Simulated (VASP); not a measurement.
Write the native input for VASP 6.6.1 that does the following.

```yaml
Task: single point
Functional: PBEsol
Potentials_or_basis: VASP PAW PBE potentials, release 64 (Sb, S)
Cutoff: 520 eV
k_mesh: 7 × 7 × 1
Occupations: fermi-dirac, width 0.05 eV
Spin: no spin polarisation
Dipole_correction: no
Further_INCAR_settings: ALGO = Normal; EDIFF = 1e-06; NBANDS = 12
```

The structure of SbS lies in POSCAR:

```
SbS
1.0
    3.8204800000      0.0000000000      0.0000000000
    0.0000000000      3.8204800000      0.0000000000
    0.0000000000      0.0000000000     23.8000000000
Sb S
1 1
Direct
    0.0000000000      0.0000000000      0.2941200000
    0.5000000000      0.5000000000      0.2941200000
```

These files were run (other wordings do the same):

INCAR

```
PREC = Accurate
ENCUT = 520
EDIFF = 1E-6
ISMEAR = -1
SIGMA = 0.05
LREAL = F
LASPH = T
NELM = 60
ALGO = Normal
ISIF = 2
LWAVE = F
LCHARG = T
GGA = PS
LELF = T
LVHAR = T
NBANDS = 12
```

KPOINTS

```
Automatic mesh
0
Gamma
  7 7 1
```

Potentials or basis: VASP PAW PBE potentials, release 64 (Sb, S).

Run with:

```bash
$ cat potpaw_PBE.64/Sb/POTCAR potpaw_PBE.64/S/POTCAR > POTCAR
$ mpirun -np 1 vasp_std > vasp.out
```

Run time: 3.4 min on 1 thread of AMD EPYC 7R13 Processor (Zen 3), with other jobs on the host, peak memory 0.34 GiB.
